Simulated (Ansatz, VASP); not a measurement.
# ZnSi2Pb2 in VASP and in Ansatz

File INCAR:

```
ALGO = Fast
EDIFF = 1E-6
ENCUT = 520
GGA = PE
ISIF = 2
ISMEAR = 0
LASPH = True
LCHARG = False
LREAL = False
LWAVE = False
NBANDS = 32
NELM = 60
PREC = Accurate
SIGMA = 0.1
```

Contents of KPOINTS:

```
k-points
0
Gamma
  6 6 6
```

Contents of POSCAR:

```
ZnSi2Pb2
1.0
   -2.1439159747      2.1439159747      5.6251260723
    2.1439159747     -2.1439159747      5.6251260723
    2.1439159747      2.1439159747     -5.6251260723
Zn Si Pb
1 2 2
Direct
    0.0000000000      0.0000000000      0.0000000000
    0.2500000000      0.7500000000      0.5000000000
    0.7500000000      0.2500000000      0.5000000000
    0.6260000000      0.6260000000      0.0000000000
    0.3740000000      0.3740000000      0.0000000000
```

Input for Ansatz:

```yaml
crystal:
  lattice:
    - [-2.1439159747, 2.1439159747, 5.6251260723]
    - [2.1439159747, -2.1439159747, 5.6251260723]
    - [2.1439159747, 2.1439159747, -5.6251260723]
  atoms:
    - { symbol: Zn, position: [0.0, 0.0, 0.0] }
    - { symbol: Si, position: [0.25, 0.75, 0.5] }
    - { symbol: Si, position: [0.75, 0.25, 0.5] }
    - { symbol: Pb, position: [0.626, 0.626, 0.0] }
    - { symbol: Pb, position: [0.374, 0.374, 0.0] }
basis:
  ecutwfc: 420
kpoints:
  mp_grid: { grid: [6, 6, 6] }
hamiltonian:
  xc: pbe
scf:
  occupations: { method: gaussian, width: 0.1 }
  lower_state_search: "off"
output:
  forces: true
  stress: true
  eigenvalues: true
```

Alike in both runs: task single point; functional PBE; k mesh 6 × 6 × 6; occupations gaussian, width 0.1 eV; no spin polarisation.

```csv
,VASP,Ansatz
version,VASP 6.6.1,Ansatz 0.2.0
potentials or method,"VASP PAW PBE potentials, release 64 (Zn, Si, Pb_d), cutoff 520 eV","scalar-relativistic, plane waves, PAW"
valence electrons in the cell,48,48
```

Ansatz gave:

| Quantity | Value |
| --- | --- |
| gap on the k mesh at the Fermi level (eV) | none |
| pressure (GPa) | 23.8 |
| traceless stress, the component that is largest in VASP (GPa) | 1.05 |
| rms of the force components (eV/Å) | 0.734 |

What did VASP give for the same quantities?

gap on the k mesh at the Fermi level (eV): none; pressure (GPa): 23.7; traceless stress, the component that is largest in VASP (GPa): 1.05; rms of the force components (eV/Å): 0.733.

Atom by atom the forces differ by 0.001 eV/Å (rms over components). A gap of «none» marks a metal or a gap that the smearing closes. With one functional, cell and mesh, what is left measures potentials, basis and numerics.

Neither program's run includes spin-orbit coupling.
